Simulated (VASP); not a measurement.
Write the native input for VASP 6.6.1 that does the following.

```yaml
Task: single point
Functional: PBEsol
Potentials_or_basis: VASP PAW PBE potentials, release 64 (Hf_pv, N)
Cutoff: 520 eV
k_mesh: 16 × 16 × 16
Occupations: gaussian, width 0.15 eV
Spin: no spin polarisation
Dipole_correction: no
Further_INCAR_settings: ALGO = Normal; EDIFF = 1e-06; NBANDS = 14
```

The structure of HfN lies in POSCAR:

```
HfN
1.0
    0.0000000000      2.4548220000      2.4548220000
    2.4548220000      0.0000000000      2.4548220000
    2.4548220000      2.4548220000      0.0000000000
Hf N
1 1
Direct
    0.0000000000      0.0000000000      0.0000000000
    0.8293767189      0.7235410937      0.7235410937
```

This cell differs from its parent crystal: all N atoms moved -0.225 Å, as atom 2 towards its neighbour atom 1 (Hf) at 2.126 Å.

The input as run:

INCAR

```
SYSTEM = HfN
PREC     = Accurate       ! precision mode
ENCUT    = 520            ! plane-wave cutoff, eV
EDIFF    = 1E-6           ! SCF threshold, eV
ISMEAR   = 0              ! smearing method
SIGMA    = 0.15           ! smearing width, eV
LREAL    = .False.        ! projectors in reciprocal space
LASPH    = .True.         ! aspherical terms in the spheres
NELM     = 60             ! most SCF steps
ALGO     = Normal         ! electronic algorithm
ISIF     = 2              ! what is computed and relaxed
LWAVE    = .False.        ! write WAVECAR
LCHARG   = .True.         ! write CHGCAR
GGA      = PS             ! functional
LELF     = .True.         ! ELF
LVHAR    = .True.       
NBANDS   = 14             ! bands
```

KPOINTS

```
regular mesh
0
Gamma
  16 16 16
  0 0 0
```

Potentials or basis: VASP PAW PBE potentials, release 64 (Hf_pv, N).

Command:

```sh
$ cat potpaw_PBE.64/Hf_pv/POTCAR potpaw_PBE.64/N/POTCAR > POTCAR
$ mpirun -np 1 vasp_std > vasp.out
```

It gave:

```
Pressure      : -1.9 GPa
Largest force : 1.773 eV/Å
```

Caveat: the cell differs from its parent crystal (all N atoms moved -0.225 Å, as atom 2 towards its neighbour atom 1 (Hf) at 2.126 Å); the PAW data sets were made with another functional, which shifts forces and pressure a little.

It took 2.1 min on 1 thread of Intel(R) Xeon(R) Platinum 8124M CPU @ 3.00GHz (Skylake/Cascade Lake) (shared host), peak memory 0.31 GiB.
